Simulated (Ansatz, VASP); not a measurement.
Mg: VASP beside Ansatz

File INCAR:

```
  ALGO = Normal
  EDIFF = 1E-7
  ENCUT = 520
  GGA = PE
  ISIF = 2
  ISMEAR = 0
  LASPH = T
  LCHARG = F
  LREAL = F
  LWAVE = F
  NBANDS = 7
  NELM = 100
  PREC = Accurate
  SIGMA = 0.1
```

File KPOINTS:

```
k-points
0
Gamma
  14 14 14
```

The input POSCAR:

```
Mg
1.0
    0.0000000000      2.1909998051      2.1909998051
    2.3256551651      0.0000000000      2.1909998051
    2.3256551651      2.1909998051      0.0000000000
Mg
1
Direct
    0.0000000000      0.0000000000      0.0000000000
```

Input for Ansatz:

```yaml
crystal:
  lattice:
    - [0.0, 2.1909998051, 2.1909998051]
    - [2.3256551651, 0.0, 2.1909998051]
    - [2.3256551651, 2.1909998051, 0.0]
  atoms:
    - { symbol: Mg, position: [0.0, 0.0, 0.0] }
basis:
  ecutwfc: 420
kpoints:
  mp_grid: { grid: [14, 14, 14] }
hamiltonian:
  xc: pbe
scf:
  occupations: { method: gaussian, width: 0.1 }
output:
  forces: true
  stress: true
  eigenvalues: true
```

Alike in both runs: task single point; functional PBE; k mesh 14 × 14 × 14; occupations gaussian, width 0.1 eV; no spin polarisation.

|  | VASP | Ansatz |
| --- | --- | --- |
| version | VASP 6.6.1 | Ansatz 0.2.0 |
| potentials or method | VASP PAW PBE potentials, release 64 (Mg), cutoff 520 eV | scalar-relativistic, plane waves, PAW |
| valence electrons in the cell | 2 | 10 |

Ansatz gave:

| Item | Value |
| --- | --- |
| gap on the k mesh at the Fermi level (eV) | none |
| pressure (GPa) | 1.4 |
| traceless stress, the component that is largest in VASP (GPa) | -1.39 |

Estimate VASP's values.

gap on the k mesh at the Fermi level (eV): none; pressure (GPa): 1.2; traceless stress, the component that is largest in VASP (GPa): -1.39.

A gap of «none» marks a metal or a gap that the smearing closes. VASP's potentials hold 2 valence electrons a cell and Ansatz's 10, so a difference there can come from the potentials and not from the codes.
